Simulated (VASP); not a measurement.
Input of a VASP 6.6.1 run:

Contents of POSCAR:

```
ZnO
1.0
    0.0000000000      2.1337703972      2.1337703972
    2.1337703972      0.0000000000      2.1337703972
    2.1337703972      2.1337703972      0.0000000000
Zn O
1 1
Direct
    0.0000000000      0.0000000000      0.0000000000
    0.5000000000      0.5000000000      0.5000000000
```

Contents of INCAR.step1:

```
ALGO = Normal
EDIFF = 1E-4
ENCUT = 520
GGA = PE
ISMEAR = -1
LASPH = T
LCHARG = F
LREAL = F
LWAVE = T
NBANDS = 16
NELM = 100
PREC = Accurate
SIGMA = 0.02
```

Contents of INCAR.step2:

```
ALGO = Normal
EDIFF = 1E-6
ENCUT = 520
ISIF = 2
ISMEAR = -1
ISTART = 1
LASPH = T
LCHARG = F
LMIXTAU = T
LREAL = F
LWAVE = F
METAGGA = R2SCAN
NBANDS = 16
NELM = 100
PREC = Accurate
SIGMA = 0.02
```

The input KPOINTS:

```
k-points
0
Gamma
  10 10 10
```

Potentials or basis: VASP PAW PBE potentials, release 64 (Zn, O).

The run is started by

```bash
$ cat potpaw_PBE.64/Zn/POTCAR potpaw_PBE.64/O/POTCAR > POTCAR
$ cp INCAR.step1 INCAR
$ mpirun -np 1 vasp_std > vasp.out
$ cp INCAR.step2 INCAR
$ mpirun -np 1 vasp_std > vasp.out
```

Problem. Estimate the band gap on the k mesh.

Solution. 1.55 eV, indirect (least direct gap 2.98 eV).

Problem. What does it give for the pressure?

Solution. 1.5 GPa.

Caveat: the PAW data sets were made with another functional, which shifts forces and pressure a little. r2SCAN opens gaps a little over a GGA but as a rule still falls short of measured ones.
